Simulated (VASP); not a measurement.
# Sn16TeSe15 (a cell with a defect) in VASP: electric field gradients with PBE

Aim: the electric field gradients of Sn16TeSe15 (a cell with a defect) with PBE.

Everything below comes from runs of VASP 6.6.1. Logs are shortened: lines on timing, memory, paths and dates and some standing lists are left out, and cuts for length are marked.

### 1 The cell of the first run

The cell holds a defect, 32 atoms: a = 11.664 Å, b = 8.253 Å, c = 9.402 Å, α = 90.00°, β = 90.00°, γ = 90.00°.

### 2 Electric field gradients, PBE

INCAR

```
SYSTEM = Sn16TeSe15
PREC     = Accurate       ! precision mode
ENCUT    = 520            ! plane-wave cutoff, eV
EDIFF    = 1E-8           ! SCF threshold, eV
ISMEAR   = -1             ! smearing method
SIGMA    = 0.01           ! smearing width, eV
LREAL    = Auto         
LASPH    = .TRUE.         ! aspherical terms in the spheres
NELM     = 100            ! most SCF steps
ALGO     = Normal         ! electronic algorithm
ISIF     = 2              ! what is computed and relaxed
LWAVE    = .FALSE.        ! write WAVECAR
LCHARG   = .FALSE.        ! write CHGCAR
GGA      = PE             ! functional
LEFG     = .TRUE.       
NBANDS   = 182            ! bands
```

KPOINTS

```
Automatic mesh
0
G
  2 3 2
  0 0 0
```

POSCAR

```
Sn16TeSe15
1.0
   11.6644585000      0.0000000000      0.0000000000
    0.0000000000      8.2525019000      0.0000000000
    0.0000000000      0.0000000000      9.4018149000
Sn Te Se
16 1 15
Direct
    0.6187868500      0.3750000000      0.1882771500
    0.6187868500      0.3750000000      0.6882771500
    0.6187868500      0.8750000000      0.1882771500
    0.6187868500      0.8750000000      0.6882771500
    0.8812131500      0.1250000000      0.4382771500
    0.8812131500      0.1250000000      0.9382771500
    0.8812131500      0.6250000000      0.4382771500
    0.8812131500      0.6250000000      0.9382771500
    0.3812131500      0.1250000000      0.3117228500
    0.3812131500      0.1250000000      0.8117228500
    0.3812131500      0.6250000000      0.3117228500
    0.3812131500      0.6250000000      0.8117228500
    0.1187868500      0.3750000000      0.0617228500
    0.1187868500      0.3750000000      0.5617228500
    0.1187868500      0.8750000000      0.0617228500
    0.1187868500      0.8750000000      0.5617228500
    0.1485530300      0.1250000000      0.2545909000
    0.1485530300      0.1250000000      0.7545909000
    0.1485530300      0.6250000000      0.2545909000
    0.1485530300      0.6250000000      0.7545909000
    0.6485530300      0.1250000000      0.4954091000
    0.6485530300      0.1250000000      0.9954091000
    0.6485530300      0.6250000000      0.4954091000
    0.6485530300      0.6250000000      0.9954091000
    0.3514469700      0.3750000000      0.0045909000
    0.3514469700      0.3750000000      0.5045909000
    0.3514469700      0.8750000000      0.0045909000
    0.3514469700      0.8750000000      0.5045909000
    0.8514469700      0.3750000000      0.2454091000
    0.8514469700      0.3750000000      0.7454091000
    0.8514469700      0.8750000000      0.2454091000
    0.8514469700      0.8750000000      0.7454091000
```

Potentials or basis: VASP PAW PBE potentials, release 64 (Sn_d, Te, Se).

Launch:

```console
$ cat potpaw_PBE.64/Sn_d/POTCAR potpaw_PBE.64/Te/POTCAR potpaw_PBE.64/Se/POTCAR > POTCAR
$ mpirun -np 1 vasp_std > vasp.out
```

OUTCAR:

```text
SYSTEM = Sn16TeSe15
   PREC = Accurate
   ENCUT = 520
   EDIFF = 1E-8
   ISMEAR = -1
   LREAL = Auto
   LASPH = .TRUE.
   NELM = 100
   ISIF = 2
   GGA = PE

 ion  position               nearest neighbor table
   1  0.619  0.375  0.188-  29 2.77  24 2.77  22 2.77  11 3.64   9 3.64
   2  0.619  0.375  0.688-  30 2.77  23 2.77  21 2.77  12 3.64  10 3.64
   3  0.619  0.875  0.188-  31 2.77  24 2.77  22 2.77  11 3.64   9 3.64
   4  0.619  0.875  0.688-  32 2.77  23 2.77  21 2.77  12 3.64  10 3.64
   5  0.881  0.125  0.438-  21 2.77  29 2.77  31 2.77  17 3.56  14 3.64  16 3.64
   6  0.881  0.125  0.938-  22 2.77  30 2.77  32 2.77  15 3.64  13 3.64
   7  0.881  0.625  0.438-  23 2.77  29 2.77  31 2.77  16 3.64  14 3.64
   8  0.881  0.625  0.938-  24 2.77  30 2.77  32 2.77  15 3.64  13 3.64
   9  0.381  0.125  0.312-  17 2.77  26 2.77  28 2.77   3 3.64   1 3.64
  10  0.381  0.125  0.812-  18 2.77  25 2.77  27 2.77   4 3.64   2 3.64
  11  0.381  0.625  0.312-  19 2.77  26 2.77  28 2.77   3 3.64   1 3.64
  12  0.381  0.625  0.812-  20 2.77  25 2.77  27 2.77   4 3.64   2 3.64
  13  0.119  0.375  0.062-  25 2.77  19 2.77  17 2.77   8 3.64   6 3.64
  14  0.119  0.375  0.562-  26 2.77  20 2.77  18 2.77  17 3.57   5 3.64   7 3.64
  15  0.119  0.875  0.062-  27 2.77  19 2.77  17 2.77   8 3.64   6 3.64
  16  0.119  0.875  0.562-  28 2.77  20 2.77  18 2.77  17 3.57   5 3.64   7 3.64
  17  0.149  0.125  0.255-   9 2.77  13 2.77  15 2.77   5 3.56  14 3.57  16 3.57
  18  0.149  0.125  0.755-  10 2.77  14 2.77  16 2.77
  19  0.149  0.625  0.255-  11 2.77  13 2.77  15 2.77
  20  0.149  0.625  0.755-  12 2.77  14 2.77  16 2.77
  21  0.649  0.125  0.495-   5 2.77   4 2.77   2 2.77
  22  0.649  0.125  0.995-   6 2.77   3 2.77   1 2.77
  23  0.649  0.625  0.495-   7 2.77   4 2.77   2 2.77
  24  0.649  0.625  0.995-   8 2.77   3 2.77   1 2.77
  25  0.351  0.375  0.005-  13 2.77  12 2.77  10 2.77
  26  0.351  0.375  0.505-  14 2.77  11 2.77   9 2.77
  27  0.351  0.875  0.005-  15 2.77  12 2.77  10 2.77
  28  0.351  0.875  0.505-  16 2.77  11 2.77   9 2.77
  29  0.851  0.375  0.245-   1 2.77   5 2.77   7 2.77
  30  0.851  0.375  0.745-   2 2.77   6 2.77   8 2.77
  31  0.851  0.875  0.245-   3 2.77   5 2.77   7 2.77
  32  0.851  0.875  0.745-   4 2.77   6 2.77   8 2.77

  LATTYP: Found a simple orthorhombic cell.
 ALAT       =     8.2525019000
 B/A-ratio  =     1.1392684320
 C/A-ratio  =     1.4134451154

  Lattice vectors:

 A1 = (   0.0000000000,   8.2525019000,   0.0000000000)
 A2 = (   0.0000000000,   0.0000000000,   9.4018149000)
 A3 = (  11.6644585000,   0.0000000000,   0.0000000000)

Analysis of symmetry for initial positions (statically):
=====================================================================
 Subroutine PRICEL returns:
 Original cell was already a primitive cell.

 Routine SETGRP: Setting up the symmetry group for a
 simple orthorhombic supercell.

 Subroutine GETGRP returns: Found  2 space group operations
 (whereof  1 operations were pure point group operations)
 out of a pool of  8 trial point group operations.

The static configuration has the point symmetry C_1 .
 The point group associated with its full space group is C_1h.

Analysis of symmetry for dynamics (positions and initial velocities):
=====================================================================
 Subroutine PRICEL returns:
 Original cell was already a primitive cell.

 Routine SETGRP: Setting up the symmetry group for a
 simple orthorhombic supercell.

 Subroutine GETGRP returns: Found  2 space group operations
 (whereof  1 operations were pure point group operations)
 out of a pool of  8 trial point group operations.

The dynamic configuration has the point symmetry C_1 .
 The point group associated with its full space group is C_1h.

 Subroutine INISYM returns: Found  2 space group operations
 (whereof  1 operations are pure point group operations),
 and found     1 'primitive' translations

----------------------------------------------------------------------------------------

                                     Primitive cell

  volume of cell :     905.0278
[... 140 lines left out ...]
   POTIM  = 0.5000    time-step for ionic-motion
   TEBEG  =    0.0;   TEEND  =   0.0 temperature during run
   PSTRESS=    0.0 pullay stress
   NELECT =     320.0000    total number of electrons
   NUPDOWN=      -1.0000    fix difference up-down
   EMIN   =  10.00;   EMAX   =-10.00  energy-range for DOS
   EFERMI =   0.00;   METHOD = LEGACY
   ISMEAR =    -1;   SIGMA  =   0.01  broadening in eV -4-tet -1-fermi 0-gaus
   EFERMI_NEDOS =   21; number of points for ismear=-14 and -15
   IALGO  =     38    algorithm
   IMIX   =      4    mixing-type and parameters
     AMIX     =   0.40;   BMIX     =  1.00
     AMIX_MAG =   1.60;   BMIX_MAG =  1.00
  volume/ion in A,a.u.               =      28.28       190.86
  Fermi-wavevector in a.u.,A,eV,Ry     =   1.157633  2.187609 18.233356  1.340114
  Thomas-Fermi vector in A             =   2.294243
   LORBIT       =      0    0 simple, 1 ext, 2 COOP (PROOUT), +10 PAW based schemes
   GGA     = PE    functional components
   LHFCALC =     F    Hartree Fock is set to
   AEXX    =    0.0000 exact exchange contribution
   IVDW    =     0    specifies the selected vdW correction
   LEPSILON=     F    determine dielectric tensor
   LRPA    =     F    only Hartree local field effects (RPA)
 non-spin polarized calculation
  energy-cutoff  :      520.00
  volume of cell :      905.03
 maximum number of plane-waves:     24420
 NGX is ok and might be reduce to    90
   NGX = 43   NGY = 31   NGZ = 35

 number of electron     319.9999986 magnetization

 Free energy of the ion-electron system (eV)
  ---------------------------------------------------
  ext. energy  EPLUGINS =         0.00000000
  ---------------------------------------------------
  free energy    TOTEN  =      -130.15841294 eV

  energy without entropy =     -130.15841294  energy(sigma->0) =     -130.15841294

 E-fermi :   5.1429     XC(G=0):  -9.4343

 val. band max:        4.8488237388   @ k =   0.0000   0.0000   0.5000
 cond. band min:       5.6740572723   @ k =   0.0000   0.3333   0.0000
 fundamental gap:      0.8252335335
 Fermi energy:         5.1428734366

 k-point     1 :       0.0000    0.0000    0.0000
  band No.  band energies     occupation
      1     -16.3014      2.00000
      2     -16.2988      2.00000
      3     -16.2971      2.00000
      4     -16.2939      2.00000
      5     -16.2925      2.00000
      6     -16.2902      2.00000
[... 1389 lines left out ...]
    171       7.3642      0.00000
    172       7.3730      0.00000
 [bands above 172 left out]

------------------------ aborting loop because EDIFF is reached ----------------------------------------

  FORCE on cell =-STRESS in cart. coord.  units (eV):
  Direction    XX          YY          ZZ          XY          YZ          ZX
  --------------------------------------------------------------------------------------
  -------------------------------------------------------------------------------------
  Total       10.7875154     11.8408349      8.6486793      0.0000000      0.0000000      0.8370844
  in kB       19.0972178     20.9619169     15.3108205      0.0000000      0.0000000      1.4818967
  external PRESSURE =      18.4566517 kB  Pullay stress =       0.0000000 kB

 VOLUME and BASIS-vectors are now :
 -----------------------------------------------------------------------------
  energy-cutoff  :      520.00
  volume of cell :      905.03
      direct lattice vectors                 reciprocal lattice vectors
    11.664458500  0.000000000  0.000000000     0.085730512  0.000000000  0.000000000
     0.000000000  8.252501900  0.000000000     0.000000000  0.121175373  0.000000000
     0.000000000  0.000000000  9.401814900     0.000000000  0.000000000  0.106362443

 POSITION                                       TOTAL-FORCE (eV/Angst)
 -----------------------------------------------------------------------------------
      7.21781      3.09469      1.77015        -0.141678     -0.002739      0.158567
      7.21781      3.09469      6.47105        -0.108859     -0.004108      0.159650
      7.21781      7.22094      1.77015        -0.141678      0.002739      0.158567
      7.21781      7.22094      6.47105        -0.108859      0.004108      0.159650
     10.27887      1.03156      4.12060         0.033257      0.000000      0.231948
     10.27887      1.03156      8.82151         0.120127      0.000000      0.138235
[... 24 lines left out ...]
      9.93167      7.22094      2.30729         0.122090     -0.008534     -0.164118
      9.93167      7.22094      7.00820         0.107367      0.013002     -0.168845
 -----------------------------------------------------------------------------------
    total drift:                                0.001982      0.000000      0.003586

  FREE ENERGIE OF THE ION-ELECTRON SYSTEM (eV)
  ---------------------------------------------------
  free  energy   TOTEN  =      -130.1584129358 eV

  energy  without entropy=     -130.1584129358  energy(sigma->0) =     -130.15841294

 Electric field gradients (V/A^2)
---------------------------------------------------------------------
 ion       V_xx      V_yy      V_zz      V_xy      V_xz      V_yz
---------------------------------------------------------------------
   1     -37.408    27.622     9.786     0.525    81.476     0.680
   2     -41.011    29.139    11.871     0.442    81.633    -0.546
   3     -37.408    27.622     9.786    -0.525    81.476    -0.680
   4     -41.011    29.139    11.871    -0.442    81.633     0.546
   5     -45.432    32.655    12.777    -0.000   -77.197     0.000
   6     -40.277    30.072    10.204    -0.000   -83.602    -0.000
[... 24 lines left out ...]
  31     -33.917    37.685    -3.767     1.339    57.976    -0.548
  32     -32.870    36.812    -3.941     0.371    58.138     3.276
---------------------------------------------------------------------

 Electric field gradients after diagonalization (V/A^2)
 (convention: |V_zz| > |V_xx| > |V_yy|)
----------------------------------------------------------------------
 ion       V_xx      V_yy      V_zz     asymmetry (V_yy - V_xx)/ V_zz
----------------------------------------------------------------------
   1      71.030    27.605   -98.635       0.440
   2      71.240    29.142  -100.382       0.419
   3      71.030    27.605   -98.635       0.440
   4      71.240    29.142  -100.382       0.419
   5      66.174    32.655   -98.829       0.339
   6      72.293    30.072  -102.365       0.412
[... 24 lines left out ...]
  31      41.105    37.658   -78.763       0.044
  32      42.824    35.519   -78.343       0.093
----------------------------------------------------------------------

           NMR quadrupolar parameters

 Cq : quadrupolar parameter    Cq=e*Q*V_zz/h
 eta: asymmetry parameters     (V_yy - V_xx)/ V_zz
 Q  : nuclear electric quadrupole moment in mb (millibarn)
----------------------------------------------------------------------
 ion       Cq(MHz)       eta       Q (mb)
----------------------------------------------------------------------
   1      -0.238       0.440       1.000
   2      -0.243       0.419       1.000
   3      -0.238       0.440       1.000
   4      -0.243       0.419       1.000
   5      -0.239       0.339       1.000
   6      -0.248       0.412       1.000
[... 24 lines left out ...]
  31      -0.190       0.044       1.000
  32      -0.189       0.093       1.000
----------------------------------------------------------------------
```

It took 46 min on 1 thread of Intel Xeon Platinum 8488C (Sapphire Rapids), shared host; peak memory 1.3 GiB.

Results:

```yaml
Free_energy: -130.1584 eV
Pressure: 1.8 GPa
Largest_force: 1.569 eV/Å
Band_gap_on_the_k_mesh: 0.83 eV
```

Forces in eV/Å, atoms in the order of the input:
```
Sn  -0.142 -0.003  0.159
Sn  -0.109 -0.004  0.160
Sn  -0.142  0.003  0.159
Sn  -0.109  0.004  0.160
Sn   0.033  0.000  0.232
Sn   0.120  0.000  0.138
Sn   0.124  0.000  0.171
Sn   0.158  0.000  0.182
Sn   1.268  0.000  0.056
Sn   0.131  0.000 -0.162
Sn   0.137  0.000 -0.162
Sn   0.114  0.000 -0.177
Sn  -0.300  0.869 -0.950
Sn  -0.133  0.082 -0.062
Sn  -0.300 -0.869 -0.950
Sn  -0.133 -0.082 -0.062
Te  -0.903  0.000  1.283
Se  -0.129  0.000  0.153
Se  -0.122  0.000  0.209
Se  -0.113  0.000  0.121
Se  -0.099  0.000 -0.166
Se  -0.102  0.000 -0.174
Se  -0.111  0.000 -0.172
Se  -0.138  0.000 -0.187
Se   0.137  0.007  0.167
Se   0.132  0.012  0.187
Se   0.137 -0.007  0.167
Se   0.132 -0.012  0.187
Se   0.122  0.009 -0.164
Se   0.107 -0.013 -0.169
Se   0.122 -0.009 -0.164
Se   0.107  0.013 -0.169
```

Electric field gradients, principal values (V/Å²):
```tsv
atom	least	middle	greatest (by size)
1 Sn	27.605	71.030	-98.635
2 Sn	29.142	71.240	-100.382
3 Sn	27.605	71.030	-98.635
4 Sn	29.142	71.240	-100.382
5 Sn	32.655	66.174	-98.829
6 Sn	30.072	72.293	-102.365
7 Sn	29.797	70.710	-100.507
8 Sn	28.322	69.503	-97.825
9 Sn	63.487	64.934	-128.420
10 Sn	28.696	70.823	-99.518
11 Sn	28.898	71.217	-100.114
12 Sn	29.291	71.624	-100.915
13 Sn	18.265	98.880	-117.145
14 Sn	28.037	70.616	-98.654
15 Sn	18.265	98.880	-117.145
16 Sn	28.037	70.616	-98.654
17 Te	54.701	59.942	-114.643
18 Se	36.967	42.570	-79.537
19 Se	38.646	43.915	-82.560
20 Se	39.450	42.787	-82.237
21 Se	38.592	43.377	-81.969
22 Se	35.387	42.068	-77.455
23 Se	36.894	42.082	-78.977
24 Se	38.723	40.330	-79.053
25 Se	34.782	44.155	-78.937
26 Se	37.883	42.159	-80.042
27 Se	34.782	44.155	-78.937
28 Se	37.883	42.159	-80.042
29 Se	37.658	41.105	-78.763
30 Se	35.519	42.824	-78.343
31 Se	37.658	41.105	-78.763
32 Se	35.519	42.824	-78.343
```

Caveat: without QUAD_EFG the Cq values of the log hold for a quadrupole moment of 1 mb, not for the nuclei; spin-orbit coupling is left out, which moves the levels of the heavy elements.
